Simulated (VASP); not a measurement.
Here is a VASP 6.6.1 calculation.

Contents of INCAR:

```
PREC = Accurate
ENCUT = 520
EDIFF = 1E-7
ISMEAR = -1
SIGMA = 0.02
LREAL = F
LASPH = T
NELM = 80
ALGO = Normal
ISIF = 2
LWAVE = F
LCHARG = F
GGA = PE
NBANDS = 21
```

KPOINTS

```
regular mesh
0
Gamma
  8 8 8
```

File POSCAR:

```
Ge
1.0
    0.0000000000      2.8368735118      2.8368735118
    2.8368735118      0.0000000000      2.8368735118
    2.8368735118      2.8368735118      0.0000000000
Ge
2
Direct
    0.0000000000      0.0000000000      0.0000000000
    0.2500000000      0.2500000000      0.2500000000
```

Potentials or basis: VASP PAW PBE potentials, release 64 (Ge_d).

Run with:

```bash
$ cat potpaw_PBE.64/Ge_d/POTCAR > POTCAR
$ mpirun -np 1 vasp_std > vasp.out
```

Q: Predict the pressure.

A: 2.9 GPa.

Q: Predict the band gap on the k mesh.

A: Zero (filled and empty bands touch).
